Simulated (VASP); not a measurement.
Input of a VASP 6.6.1 run:

Contents of INCAR:

```
ALGO = Fast ; EDIFF = 1E-6
ENCUT = 520 ; GGA = PE
ISIF = 2 ; ISMEAR = 0
LASPH = True ; LCHARG = False
LREAL = False ; LWAVE = False
NBANDS = 64 ; NELM = 100
PREC = Accurate ; SIGMA = 0.1
```

File KPOINTS:

```
k-points
0
Gamma
  12 12 8
```

Contents of POSCAR:

```
ZnMo3
1.0
    5.5655885675      0.0000000000      0.0000000000
   -2.7827942838      4.8199410865      0.0000000000
    0.0000000000      0.0000000000      4.5923699068
Zn Mo
2 6
Direct
    0.3333333333      0.6666666667      0.2500000000
    0.6666666667      0.3333333333      0.7500000000
    0.8401921655      0.6803843311      0.2500000000
    0.1598078345      0.8401921655      0.7500000000
    0.3196156689      0.1598078345      0.2500000000
    0.1598078345      0.3196156689      0.7500000000
    0.8401921655      0.1598078345      0.2500000000
    0.6803843311      0.8401921655      0.7500000000
```

Potentials or basis: VASP PAW PBE potentials, release 64 (Zn, Mo_sv).

Run with:

```console
$ cat potpaw_PBE.64/Zn/POTCAR potpaw_PBE.64/Mo_sv/POTCAR > POTCAR
$ mpirun -np 1 vasp_std > vasp.out
```

Question: Estimate the largest force.

Answer: 0.010 eV/Å.

Question: Estimate the pressure.

Answer: 0.6 GPa.

Forces on the atoms (eV/Å):
```
Zn   0.000  0.000  0.000
Zn   0.000  0.000  0.000
Mo   0.000 -0.010  0.000
Mo   0.008 -0.005  0.000
Mo   0.008  0.005  0.000
Mo   0.000  0.010  0.000
Mo  -0.008  0.005  0.000
Mo  -0.008 -0.005  0.000
```
